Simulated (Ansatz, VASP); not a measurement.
# HgTe in VASP and in Ansatz

```xyz
4
Lattice="4.9140 0.0000 0.0000 -2.4570 4.2557 0.0000 0.0000 0.0000 7.3373" Properties=species:S:1:pos:R:3 pbc="T T T"
Hg    0.0000    2.8371    1.8343
Hg    2.4570    1.4186    5.5030
Te    2.4570    1.4186    1.8343
Te    0.0000    2.8371    5.5030
```

Alike in both runs: task single point; functional r2SCAN; k mesh 6 × 6 × 4; occupations fermi-dirac, width 0.02 eV; no spin polarisation.

```csv
,VASP,Ansatz
version,VASP 6.6.1,Ansatz 0.2.0
potentials or method,"VASP PAW PBE potentials, release 64 (Hg, Te)","plane waves, PAW"
plane-wave cutoff (eV),520,500
valence electrons in the cell,36,72
```

```csv
,VASP,Ansatz,Ansatz less VASP
pressure (GPa),-1.8,-1.9,-0.07
"traceless stress, the component that is largest in VASP (GPa)",1.03,1.06,+0.031
```

VASP's potentials were made for PBE, not for r2SCAN. VASP's potentials hold 36 valence electrons a cell and Ansatz's 72, so a difference there can come from the potentials and not from the codes.

Spin-orbit coupling is off throughout.
